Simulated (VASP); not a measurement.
# SiGe3Ru2 (P6/mmm) in VASP: single point with PBE

Aim: the single point of SiGe3Ru2 with PBE.

All numbers are computed with VASP 6.6.1; they aren't measurements. Logs are shortened: lines on timing, memory, paths and dates and some standing lists are left out, and cuts for length are marked.

## (1) The cell of the first run

It takes space group P6/mmm (No. 191, hexagonal). The conventional cell has a = 5.472 Å, b = 5.472 Å, c = 3.965 Å, α = 90.00°, β = 90.00°, γ = 120.00°. Within 4.2 Å of Si (site symmetry 6/mmm) lie 6 Ru at 3.16 Å and 12 Ge at 3.38 Å and 2 Si at 3.96 Å. Within 3.3 Å of Ge (site symmetry mmm) lie 4 Ru at 2.53 Å and 4 Ge at 2.74 Å. Ru (site symmetry -6m2) has 6 Ge at 2.53 Å and 3 Ru at 3.16 Å and 3 Si at 3.16 Å within 3.3 Å.

## (2) Single point, PBE, collinear spin, ferromagnetic start

Contents of INCAR:

```
SYSTEM = SiGe3Ru2
  ALGO = Normal
  EDIFF = 1E-6
  ENCUT = 520
  GGA = PE
  ISIF = 2
  ISMEAR = 0
  ISPIN = 2
  LASPH = .TRUE.
  LCHARG = .FALSE.
  LMAXMIX = 4
  LORBIT = 11
  LREAL = .FALSE.
  LWAVE = .FALSE.
  MAGMOM = 0 0 0 0 1 1
  NBANDS = 50
  NELM = 150
  PREC = Accurate
  SIGMA = 0.1
```

Contents of KPOINTS:

```
k-points
0
G
  6 6 4
  0 0 0
```

Contents of POSCAR:

```
SiGe3Ru2
1.0
    5.4723988865      0.0000000000      0.0000000000
   -2.7361994433      4.7392364554      0.0000000000
    0.0000000000      0.0000000000      3.9649110072
Si Ge Ru
1 3 2
Direct
    0.0000000000      0.0000000000      0.0000000000
    0.5000000000      0.0000000000      0.5000000000
    0.5000000000      0.5000000000      0.5000000000
    0.0000000000      0.5000000000      0.5000000000
    0.3333333333      0.6666666667      0.0000000000
    0.6666666667      0.3333333333      0.0000000000
```

Potentials or basis: VASP PAW PBE potentials, release 64 (Si, Ge_d, Ru_pv).

Run with:

```
cat potpaw_PBE.64/Si/POTCAR potpaw_PBE.64/Ge_d/POTCAR potpaw_PBE.64/Ru_pv/POTCAR > POTCAR
mpirun -np 1 vasp_std > vasp.out
```

OUTCAR:

```text
SYSTEM = SiGe3Ru2
   EDIFF = 1E-6
   ENCUT = 520
   GGA = PE
   ISIF = 2
   ISMEAR = 0
   ISPIN = 2
   LASPH = .TRUE.
   LORBIT = 11
   LREAL = .FALSE.
   NELM = 150
   PREC = Accurate

 ion  position               nearest neighbor table
   1  0.000  0.000  0.000-   5 3.16   6 3.16   6 3.16   5 3.16   6 3.16   5 3.16
   2  0.500  0.000  0.500-   5 2.53   6 2.53   5 2.53   6 2.53   4 2.74   4 2.74   3 2.74   3 2.74

   3  0.500  0.500  0.500-   5 2.53   6 2.53   5 2.53   6 2.53   4 2.74   4 2.74   2 2.74   2 2.74

   4  0.000  0.500  0.500-   5 2.53   6 2.53   5 2.53   6 2.53   3 2.74   3 2.74   2 2.74   2 2.74

   5  0.333  0.667  0.000-   4 2.53   4 2.53   2 2.53   2 2.53   3 2.53   3 2.53   6 3.16   1 3.16
                             6 3.16   1 3.16   1 3.16   6 3.16
   6  0.667  0.333  0.000-   4 2.53   4 2.53   2 2.53   2 2.53   3 2.53   3 2.53   5 3.16   1 3.16
                             5 3.16   1 3.16   1 3.16   5 3.16

  LATTYP: Found a hexagonal cell.
 ALAT       =     5.4723988865
 C/A-ratio  =     0.7245288747

  Lattice vectors:

 A1 = (   5.4723988865,   0.0000000000,   0.0000000000)
 A2 = (  -2.7361994433,   4.7392364554,   0.0000000000)
 A3 = (   0.0000000000,   0.0000000000,   3.9649110072)

Analysis of symmetry for initial positions (statically):
=====================================================================
 Subroutine PRICEL returns:
 Original cell was already a primitive cell.

 Routine SETGRP: Setting up the symmetry group for a
 hexagonal supercell.

 Subroutine GETGRP returns: Found 24 space group operations
 (whereof 24 operations were pure point group operations)
 out of a pool of 24 trial point group operations.

The static configuration has the point symmetry D_6h.

Analysis of symmetry for dynamics (positions and initial velocities):
=====================================================================
 Subroutine PRICEL returns:
 Original cell was already a primitive cell.

 Routine SETGRP: Setting up the symmetry group for a
 hexagonal supercell.

 Subroutine GETGRP returns: Found 24 space group operations
 (whereof 24 operations were pure point group operations)
 out of a pool of 24 trial point group operations.

The dynamic configuration has the point symmetry D_6h.

Analysis of structural, dynamic, and magnetic symmetry:
=====================================================================
 Subroutine PRICEL returns:
 Original cell was already a primitive cell.

 Routine SETGRP: Setting up the symmetry group for a
 hexagonal supercell.

 Subroutine GETGRP returns: Found 24 space group operations
 (whereof 24 operations were pure point group operations)
 out of a pool of 24 trial point group operations.

The overall configuration has the point symmetry D_6h.

 Subroutine INISYM returns: Found 24 space group operations
 (whereof 24 operations are pure point group operations),
 and found     1 'primitive' translations

----------------------------------------------------------------------------------------

                                     Primitive cell

  volume of cell :     102.8299

  direct lattice vectors                    reciprocal lattice vectors
     5.472398886  0.000000000  0.000000000     0.182735217  0.105502227  0.000000000
    -2.736199443  4.739236455  0.000000000     0.000000000  0.211004454  0.000000000
     0.000000000  0.000000000  3.964911007     0.000000000  0.000000000  0.252212470

  length of vectors
     5.472398886  5.472398887  3.964911007     0.211004454  0.211004454  0.252212470

  position of ions in fractional coordinates (direct lattice)
     0.000000000  0.000000000  0.000000000
     0.500000000  0.000000000  0.500000000
     0.500000000  0.500000000  0.500000000
     0.000000000  0.500000000  0.500000000
     0.333333333  0.666666667  0.000000000
     0.666666667  0.333333333  0.000000000

  ion indices of the primitive-cell ions
   primitive index   ion index
                 1           1
                 2           2
                 3           3
                 4           4
                 5           5
[... 35 lines left out ...]
  0.333333  0.166667  0.000000     12.000000
[... 13 lines left out ...]
  0.333333  0.166667  0.500000     12.000000
  0.333333  0.333333  0.500000      2.000000
   k-points           NKPTS =     21   k-points in BZ     NKDIM =     21   number of bands    NBANDS=     50
   number of dos      NEDOS =    301   number of ions     NIONS =      6
   total plane-waves  NPLWV =  52920
   dimension x,y,z NGX =    42 NGY =   42 NGZ =   30
   dimension x,y,z NGXF=    84 NGYF=   84 NGZF=   60
   ions per type =               1   3   2
   NGX,Y,Z   is equivalent  to a cutoff of  12.76, 12.76, 12.58 a.u.
   NGXF,Y,Z  is equivalent  to a cutoff of  25.52, 25.52, 25.16 a.u.
 SYSTEM =  SiGe3Ru2
   PREC   = accura    normal or accurate (medium, high low for compatibility)
   ISTART =      0    job   : 0-new  1-cont  2-samecut
   ICHARG =      2    charge: 1-file 2-atom 10-const
   ISPIN  =      2    spin polarized calculation?
   LNONCOLLINEAR =      F non collinear calculations
   LSORBIT =      F    spin-orbit coupling
   LASPH  =      T    aspherical Exc in radial PAW
   ENCUT  =  520.0 eV  38.22 Ry    6.18 a.u.  10.18 10.18  7.37*2*pi/ulx,y,z
   NELM   =    150;   NELMIN=  2; NELMDL= -5     # of ELM steps
   EDIFF  = 0.1E-05   stopping-criterion for ELM
   LREAL  =      F    real-space projection
   EDIFFG = 0.1E-04   stopping-criterion for IOM
   NSW    =      0    number of steps for IOM
   IBRION =     -1    ionic relax: 0-MD 1-quasi-New 2-CG
   NFREE  =      0    steps in history (QN), initial steepest desc. (CG)
   ISIF   =      2    stress and relaxation
   ISYM   =      2    0-nonsym 1-usesym 2-fastsym
   POTIM  = 0.5000    time-step for ionic-motion
   TEBEG  =    0.0;   TEEND  =   0.0 temperature during run
   PSTRESS=    0.0 pullay stress
   NELECT =      74.0000    total number of electrons
   NUPDOWN=      -1.0000    fix difference up-down
   EMIN   =  10.00;   EMAX   =-10.00  energy-range for DOS
   EFERMI =   0.00;   METHOD = LEGACY
   ISMEAR =     0;   SIGMA  =   0.10  broadening in eV -4-tet -1-fermi 0-gaus
   EFERMI_NEDOS =   21; number of points for ismear=-14 and -15
   IALGO  =     38    algorithm
   IMIX   =      4    mixing-type and parameters
     AMIX     =   0.40;   BMIX     =  1.00
     AMIX_MAG =   1.60;   BMIX_MAG =  1.00
  volume/ion in A,a.u.               =      17.14       115.66
  Fermi-wavevector in a.u.,A,eV,Ry     =   1.467052  2.772327 29.283030  2.152242
  Thomas-Fermi vector in A             =   2.582716
   LORBIT       =     11    0 simple, 1 ext, 2 COOP (PROOUT), +10 PAW based schemes
   GGA     = PE    functional components
   LHFCALC =     F    Hartree Fock is set to
   AEXX    =    0.0000 exact exchange contribution
   IVDW    =     0    specifies the selected vdW correction
   LEPSILON=     F    determine dielectric tensor
   LRPA    =     F    only Hartree local field effects (RPA)
 spin polarized calculation
 Gauss-broadening in eV      SIGMA  =   0.10
  energy-cutoff  :      520.00
  volume of cell :      102.83
 maximum number of plane-waves:      2799
 NGX is ok and might be reduce to    42
   NGX = 21   NGY = 21   NGZ = 15

 number of electron      73.9999986 magnetization      -0.0006977

 number of electron      73.9999986 magnetization       0.0004688

 Free energy of the ion-electron system (eV)
  ---------------------------------------------------
  ext. energy  EPLUGINS =         0.00000000
  ---------------------------------------------------
  free energy    TOTEN  =       -35.23803957 eV

  energy without entropy =      -35.21430150  energy(sigma->0) =      -35.22617054

 E-fermi :   8.3203     XC(G=0): -11.7355

 val. band max:        8.3038303471   @ k =   0.3333   0.0000   0.5000
 cond. band min:       8.3257975109   @ k =   0.3333   0.0000   0.2500
 fundamental gap:      0.0219671639
 Fermi energy:         8.3202569144

 spin component 1

 k-point     1 :       0.0000    0.0000    0.0000
  band No.  band energies     occupation
      1     -34.3572      1.00000
      2     -34.3438      1.00000
      3     -34.0043      1.00000
      4     -34.0043      1.00000
      5     -33.9261      1.00000
      6     -33.9261      1.00000
[... 1081 lines left out ...]
     48      14.6806      0.00000
     49      15.2389      0.00000
 Fermi energy:         8.3202569144

 spin component 2

 k-point     1 :       0.0000    0.0000    0.0000
  band No.  band energies     occupation
      1     -34.3571      1.00000
      2     -34.3436      1.00000
      3     -34.0042      1.00000
      4     -34.0042      1.00000
      5     -33.9260      1.00000
      6     -33.9260      1.00000
[... 1081 lines left out ...]
     48      14.6807      0.00000
     49      15.2390      0.00000
 [bands above 49 left out]

------------------------ aborting loop because EDIFF is reached ----------------------------------------

  FORCE on cell =-STRESS in cart. coord.  units (eV):
  Direction    XX          YY          ZZ          XY          YZ          ZX
  --------------------------------------------------------------------------------------
  -------------------------------------------------------------------------------------
  Total       -0.0866237     -0.0866237     -0.0171418      0.0000000     -0.0000000      0.0000000
  in kB       -1.3496705     -1.3496705     -0.2670836      0.0000000     -0.0000000      0.0000000
  external PRESSURE =      -0.9888082 kB  Pullay stress =       0.0000000 kB

 VOLUME and BASIS-vectors are now :
 -----------------------------------------------------------------------------
  energy-cutoff  :      520.00
  volume of cell :      102.83
      direct lattice vectors                 reciprocal lattice vectors
     5.472398886  0.000000000  0.000000000     0.182735217  0.105502227  0.000000000
    -2.736199443  4.739236455  0.000000000     0.000000000  0.211004454  0.000000000
     0.000000000  0.000000000  3.964911007     0.000000000  0.000000000  0.252212470

 POSITION                                       TOTAL-FORCE (eV/Angst)
 -----------------------------------------------------------------------------------
      0.00000      0.00000      0.00000         0.000000     -0.000000     -0.000000
      2.73620      0.00000      1.98246         0.000000     -0.000000     -0.000000
      1.36810      2.36962      1.98246         0.000000     -0.000000     -0.000000
     -1.36810      2.36962      1.98246         0.000000     -0.000000     -0.000000
     -0.00000      3.15949      0.00000         0.000000     -0.000000     -0.000000
      2.73620      1.57975      0.00000        -0.000000      0.000000      0.000000
 -----------------------------------------------------------------------------------
    total drift:                               -0.000000      0.000000      0.000000

  FREE ENERGIE OF THE ION-ELECTRON SYSTEM (eV)
  ---------------------------------------------------
  free  energy   TOTEN  =       -35.2380395678 eV

  energy  without entropy=      -35.2143015043  energy(sigma->0) =      -35.22617054

 total charge

# of ion       s       p       d       tot
------------------------------------------
    1        0.959   0.513   0.000   1.472
    2        1.143   1.150  10.094  12.386
    3        1.143   1.150  10.094  12.386
    4        1.143   1.150  10.094  12.386
    5        0.281   6.211   6.212  12.704
    6        0.281   6.211   6.212  12.704
--------------------------------------------------
tot          4.949  16.385  42.705  64.039

 magnetization (x)

# of ion       s       p       d       tot
------------------------------------------
    1        0.000  -0.000   0.000  -0.000
    2       -0.000   0.000   0.000   0.000
    3       -0.000   0.000   0.000   0.000
    4       -0.000   0.000   0.000   0.000
    5        0.000   0.000   0.000   0.000
    6        0.000   0.000   0.000   0.000
--------------------------------------------------
tot         -0.000   0.000   0.000   0.000
```

It took 4 min on 1 thread of AMD EPYC 7R13 (Zen 3), shared host; peak memory 0.32 GiB.

What came out:

| Item | Value |
| --- | --- |
| Free energy | -35.2380 eV |
| Pressure | -0.1 GPa |
| Band gap on the k mesh | zero (filled and empty bands overlap) |
| Net moment | 0.00 μB per cell |
| Valence electrons inside the program's atomic spheres | Si 1.47; Ge 12.39; Ru 12.70 |

Stress tensor (GPa, compression positive):
```
-0.13  0.00  0.00
 0.00 -0.13  0.00
 0.00  0.00 -0.03
```

Levels at points of the mesh, in eV from the Fermi level:
Spin up:
| k point | band 34 | band 35 | band 36 | band 37 | band 38 | band 39 | band 40 | band 41 |
| --- | --- | --- | --- | --- | --- | --- | --- | --- |
| (0.00, 0.00, 0.00) | -1.69 | -1.16 | -1.16 | -0.10 | -0.10 | 1.13 | 2.95 | 3.02 |
| (0.50, 0.00, 0.00) | -1.48 | -0.63 | 0.30 | 0.82 | 1.05 | 1.16 | 1.31 | 1.62 |
| (0.00, 0.00, 0.50) | -1.69 | -1.57 | -0.94 | 0.44 | 0.44 | 0.99 | 0.99 | 1.27 |
| (0.50, 0.00, 0.50) | -1.90 | -1.78 | -0.81 | -0.50 | 0.41 | 0.66 | 1.31 | 2.66 |
Spin down:
| k point | band 33 | band 34 | band 35 | band 36 | band 37 | band 38 | band 39 | band 40 | band 41 | band 42 |
| --- | --- | --- | --- | --- | --- | --- | --- | --- | --- | --- |
| (0.00, 0.00, 0.00) | -1.69 | -1.69 | -1.16 | -1.16 | -0.10 | -0.10 | 1.13 | 2.95 | 3.02 | 3.27 |
| (0.50, 0.00, 0.00) | -1.49 | -1.48 | -0.63 | 0.30 | 0.82 | 1.05 | 1.16 | 1.31 | 1.62 | 2.73 |
| (0.00, 0.00, 0.50) | -2.99 | -1.69 | -1.57 | -0.94 | 0.44 | 0.44 | 0.99 | 0.99 | 1.27 | 1.27 |
| (0.50, 0.00, 0.50) | -2.18 | -1.90 | -1.78 | -0.81 | -0.50 | 0.41 | 0.66 | 1.31 | 2.66 | 3.00 |

Caveat: the k points lie up to 0.40 Å⁻¹ apart.
